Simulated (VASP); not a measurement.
Here is a VASP 6.6.1 calculation.

INCAR

```
SYSTEM = SrTiO3
PREC = Accurate ; ENCUT = 600
EDIFF = 1E-6 ; ISMEAR = 0
SIGMA = 0.02 ; LREAL = .False.
LASPH = .True. ; NELM = 120
ALGO = Normal ; ISIF = 2
LWAVE = .False. ; LCHARG = .False.
GGA = PS ; NBANDS = 28
GGA_COMPAT = .False.
```

File KPOINTS:

```
Automatic mesh
0
Gamma
  8 8 8
  0 0 0
```

POSCAR

```
SrTiO3
1.0
    4.1063487059      0.0000000000      0.0000000000
    0.0000000000      4.1063487059      0.0000000000
    0.0000000000      0.0000000000      3.7275982685
Sr O Ti
1 3 1
Direct
    0.0000000000      0.0000000000      0.0000000000
    0.5000000000      0.5000000000      0.0000000000
    0.0000000000      0.5000000000      0.5000000000
    0.5000000000      0.0000000000      0.5000000000
    0.5000000000      0.5000000000      0.5000000000
```

Potentials or basis: VASP PAW PBE potentials, release 64 (Sr_sv, O, Ti_sv).

Command:

```sh
$ cat potpaw_PBE.64/Sr_sv/POTCAR potpaw_PBE.64/O/POTCAR potpaw_PBE.64/Ti_sv/POTCAR > POTCAR
$ mpirun -np 1 vasp_std > vasp.out
```

(1) Predict the pressure.

(2) Estimate the band gap on the k mesh.

## Answers

(1) -7.6 GPa.

(2) 1.62 eV (least direct gap 1.93 eV).

Caveat: the cell stands under tension; the PAW data sets were made with another functional, which shifts forces and pressure a little.
